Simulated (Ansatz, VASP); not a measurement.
Two plane-wave programs on Mo

File INCAR:

```
SYSTEM = Mo
  PREC = Accurate
  ENCUT = 520
  EDIFF = 1E-7
  ISMEAR = -1
  SIGMA = 0.05
  LREAL = .False.
  LASPH = .True.
  NELM = 150
  ALGO = Normal
  ISIF = 2
  LWAVE = .False.
  LCHARG = .False.
  LNONCOLLINEAR = .True.
  MAGMOM = 0 0 0
  LORBIT = 11
  LSORBIT = .True.
  GGA_COMPAT = .False.
  LORBMOM = .True.
  LMAXMIX = 4
  GGA = PS
  NBANDS = 25
```

The input KPOINTS:

```
regular mesh
0
Gamma
  12 12 12
  0 0 0
```

The input POSCAR:

```
Mo
1.0
   -1.5942980787      1.5942980787      1.5942980787
    1.5942980787     -1.5942980787      1.5942980787
    1.5942980787      1.5942980787     -1.5942980787
Mo
1
Direct
    0.0000000000      0.0000000000      0.0000000000
```

File input.yaml:

```yaml
crystal:
  lattice:
    - [-1.5942980787, 1.5942980787, 1.5942980787]
    - [1.5942980787, -1.5942980787, 1.5942980787]
    - [1.5942980787, 1.5942980787, -1.5942980787]
  atoms:
    - { symbol: Mo, position: [0.0, 0.0, 0.0] }
hamiltonian:
  xc: pbesol
  pseudopotentials: { kind: paw_fr }
magnetization:
  noncollinear: true
  spin_orbit: true
kpoints:
  mp_grid: { grid: [12, 12, 12] }
scf:
  occupations: { method: fermi_dirac, width: 0.05 }
output:
  forces: true
  stress: true
  eigenvalues: true
  write_density: true
  write_potential: true
  elf: true
  volumetric_format: npy
```

Alike in both runs: task single point; functional PBEsol; k mesh 12 × 12 × 12; occupations fermi-dirac, width 0.05 eV; non-collinear spin, spin-orbit coupling.

|  | VASP | Ansatz |
| --- | --- | --- |
| version | VASP 6.6.1 | Ansatz 0.2.0 |
| potentials or method | VASP PAW PBE potentials, release 64 (Mo_sv) | Ansatz PAW |
| plane-wave cutoff (eV) | 520 | 420 |
| valence electrons in the cell | 14 | 14 |

Ansatz gave:

| Quantity | Value |
| --- | --- |
| pressure (GPa) | -14.1 |

Q: What did VASP give for the same quantities?

A: Pressure (GPa): -13.7.

VASP's potentials were made for PBE, not for PBEsol. The functional is the same, so the differences come from potentials, cutoffs and numerics.
